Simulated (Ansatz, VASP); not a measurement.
# ZnSe: VASP beside Ansatz

INCAR

```
PREC = Accurate
ENCUT = 520
EDIFF = 1E-8
ISMEAR = -1
SIGMA = 0.03
LREAL = False
LASPH = True
NELM = 100
ALGO = Normal
ISIF = 2
LWAVE = False
LCHARG = False
GGA = PE
LEFG = True
NBANDS = 16
```

File KPOINTS:

```
Automatic mesh
0
Gamma
  8 8 8
```

Contents of POSCAR:

```
ZnSe
1.0
    0.0000000000      2.8338000000      2.8904760000
    2.8338000000      0.0000000000      2.8904760000
    2.8338000000      2.8338000000      0.0000000000
Zn Se
1 1
Direct
    0.0000000000      0.0000000000      0.0000000000
    0.7500000000      0.7500000000      0.7500000000
```

Input for Ansatz:

```yaml
crystal:
  lattice:
    - [0.0, 2.8338, 2.890476]
    - [2.8338, 0.0, 2.890476]
    - [2.8338, 2.8338, 0.0]
  atoms:
    - { symbol: Zn, position: [0.0, 0.0, 0.0] }
    - { symbol: Se, position: [0.75, 0.75, 0.75] }
kpoints:
  mp_grid: { grid: [8, 8, 8] }
scf:
  occupations: { method: fermi_dirac, width: 0.03 }
hamiltonian:
  xc: pbe
  pseudopotentials: { kind: all_electron, datasets: crystal }
output:
  forces: true
  stress: true
  eigenvalues: true
  efg: { contact_densities: true }
```

Change from the starting cell: zz strain of +2 %, crystal datasets.

Alike in both runs: task electric field gradients; functional PBE; k mesh 8 × 8 × 8; occupations fermi-dirac, width 0.03 eV; no spin polarisation.

|  | VASP | Ansatz |
| --- | --- | --- |
| version | VASP 6.6.1 | Ansatz 0.2.0 |
| potentials or method | VASP PAW PBE potentials, release 64 (Zn, Se), cutoff 520 eV | all-electron PAW with datasets made for the crystal, scalar-relativistic |

|  | VASP | Ansatz | Ansatz less VASP |
| --- | --- | --- | --- |
| gap on the k mesh at the Fermi level (eV) | 1.18 | 1.19 | +0.001 |
| pressure (GPa) | 1.1 | 0.9 | -0.21 |
| traceless stress, the component that is largest in VASP (GPa) | -0.47 | -0.47 | -0.003 |
| size of Vzz on the site where it differs most (V/Å²) | 8.4 | 8.7 | +0.32 |

Ansatz ran all-electron here, and VASP with PAW potentials.
